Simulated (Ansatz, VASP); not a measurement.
Sr2Tl3 in VASP and in Ansatz

```
Sr Tl
1.0
     6.11603    0.00000    0.00000
     0.00000    6.11603    0.00000
     0.00000    0.00000    6.11603
Sr Tl
2 3
Direct
  0.50000 0.50000 0.50000
  0.00000 0.00000 0.00000
  0.00000 0.50000 0.50000
  0.50000 0.00000 0.50000
  0.50000 0.50000 0.00000
```

Alike in both runs: task relaxation of cell and atoms; functional PBE; k mesh 6 × 6 × 6; occupations gaussian, width 0.1 eV; no spin polarisation.

|  | VASP | Ansatz |
| --- | --- | --- |
| version | VASP 6.6.1 | Ansatz 0.2.0 |
| potentials or method | VASP PAW PBE potentials, release 64 (Sr_sv, Tl_d), cutoff 600 eV | scalar-relativistic, plane waves, PAW |
| valence electrons in the cell | 59 | 59 |

```tsv
	VASP	Ansatz	Ansatz less VASP
gap on the k mesh at the Fermi level, each at its own relaxed structure (eV)	none	none	-
relaxed volume (Å³/atom)	46.31	46.27	-0.041
relaxed length of the cell vector where the two differ most in proportion (Å)	6.141	6.139	-0.0018
```

A gap of «none» marks a metal or a gap that the smearing closes.

Neither program's run includes spin-orbit coupling.
